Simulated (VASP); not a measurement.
Input of a VASP 6.6.1 run:

INCAR

```
PREC = Accurate
ENCUT = 520
EDIFF = 1E-8
ISMEAR = -1
SIGMA = 0.05
LREAL = False
LASPH = True
NELM = 80
ALGO = Normal
ISIF = 2
LWAVE = False
LCHARG = False
GGA = PE
LEFG = True
NBANDS = 28
```

The input KPOINTS:

```
regular mesh
0
Gamma
  7 7 7
```

File POSCAR:

```
SrTiO3
1.0
    3.9050000000      0.0195250000      0.0195250000
    0.0195250000      3.9050000000      0.0195250000
    0.0195250000      0.0195250000      3.9050000000
Sr Ti O
1 1 3
Direct
    0.0000000000      0.0000000000      0.0000000000
    0.5000000000      0.5000000000      0.5000000000
    0.0000000000      0.5000000000      0.5000000000
    0.5000000000      0.0000000000      0.5000000000
    0.5000000000      0.5000000000      0.0000000000
```

Potentials or basis: VASP PAW PBE potentials, release 64 (Sr_sv, Ti_sv, O).

Command:

```sh
$ cat potpaw_PBE.64/Sr_sv/POTCAR potpaw_PBE.64/Ti_sv/POTCAR potpaw_PBE.64/O/POTCAR > POTCAR
$ mpirun -np 1 vasp_std > vasp.out
```

Task: Estimate the pressure.

Result: 5.0 GPa.

Task: What does it give for the band gap on the k mesh?

Result: 1.90 eV (least direct gap 2.17 eV).

Electric field gradients, principal values (V/Å²):
```csv
atom,least,middle,greatest (by size)
1 Sr,-3.090,-3.090,6.181
2 Ti,1.986,1.986,-3.972
3 O,-5.227,-6.446,11.673
4 O,-5.227,-6.446,11.673
5 O,-5.227,-6.446,11.673
```

Caveat: the cell differs from its parent crystal (equal xy, yz and zx shear strains of +1 %); the cell stands under pressure; without QUAD_EFG the Cq values of the log hold for a quadrupole moment of 1 mb, not for the nuclei; an odd mesh through Γ misses points on the zone boundary, where band edges can lie.
